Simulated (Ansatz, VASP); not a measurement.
Ta in VASP and in Ansatz

```
CELL_PARAMETERS angstrom
0.00000 2.95243 2.95243
2.95243 0.00000 2.95243
2.95243 2.95243 0.00000
ATOMIC_POSITIONS crystal
Ta 0.12500 0.12500 0.12500
Ta 0.87500 0.87500 0.87500
```

Alike in both runs: task single point; functional RPBE; k mesh 10 × 10 × 10; occupations fermi-dirac, width 0.1 eV; no spin polarisation.

|  | VASP | Ansatz |
| --- | --- | --- |
| version | VASP 6.6.1 | Ansatz 0.2.0 |
| potentials or method | VASP PAW PBE potentials, release 64 (Ta_pv), cutoff 520 eV | plane waves (420 eV) with PAW, scalar-relativistic |
| valence electrons in the cell | 22 | 26 |

|  | VASP | Ansatz | Ansatz less VASP |
| --- | --- | --- | --- |
| pressure (GPa) | 10.5 | 10.3 | -0.15 |

VASP's potentials were made for PBE, not for RPBE. With one functional, cell and mesh, what is left measures potentials, basis and numerics. VASP's potentials hold 22 valence electrons a cell and Ansatz's 26, so a difference there can come from the potentials and not from the codes.

Neither program's run includes spin-orbit coupling.
